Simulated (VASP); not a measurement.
A run of VASP 6.6.1:

INCAR

```
ALGO     = Normal         # electronic algorithm
EDIFF    = 1E-7           # SCF threshold, eV
ENCUT    = 520            # plane-wave cutoff, eV
GGA      = PE             # functional
ISIF     = 2              # what is computed and relaxed
ISMEAR   = 0              # smearing method
LASPH    = True           # aspherical terms in the spheres
LCHARG   = False          # write CHGCAR
LREAL    = False          # projectors in reciprocal space
LWAVE    = False          # write WAVECAR
NBANDS   = 16             # bands
NELM     = 100            # most SCF steps
PREC     = Accurate       # precision mode
SIGMA    = 0.02           # smearing width, eV
```

KPOINTS

```
k-points
0
Gamma
  6 6 6
```

POSCAR

```
NaH
1.0
    4.0121640031      0.0000000000      0.0000000000
   -2.0060820016      3.4746359509      0.0000000000
    0.0000000000      0.0000000000      4.9261356720
Na H
2 2
Direct
    0.3333333333      0.6666666667      0.2500000000
    0.6666666667      0.3333333333      0.7500000000
    0.3333333333      0.6666666667      0.7500000000
    0.6666666667      0.3333333333      0.2500000000
```

Potentials or basis: VASP PAW PBE potentials, release 64 (Na_pv, H).

The run is started by

```sh
$ cat potpaw_PBE.64/Na_pv/POTCAR potpaw_PBE.64/H/POTCAR > POTCAR
$ mpirun -np 1 vasp_std > vasp.out
```

Hardware: 1 thread of Intel(R) Xeon(R) Platinum 8488C (Sapphire Rapids) (shared host).

How long does it take, and how much memory?

Wall time 29 s on 1 thread of Intel(R) Xeon(R) Platinum 8488C (Sapphire Rapids), with other jobs on the host, peak memory 0.18 GiB. Counts: scf iterations 14, k points 28.
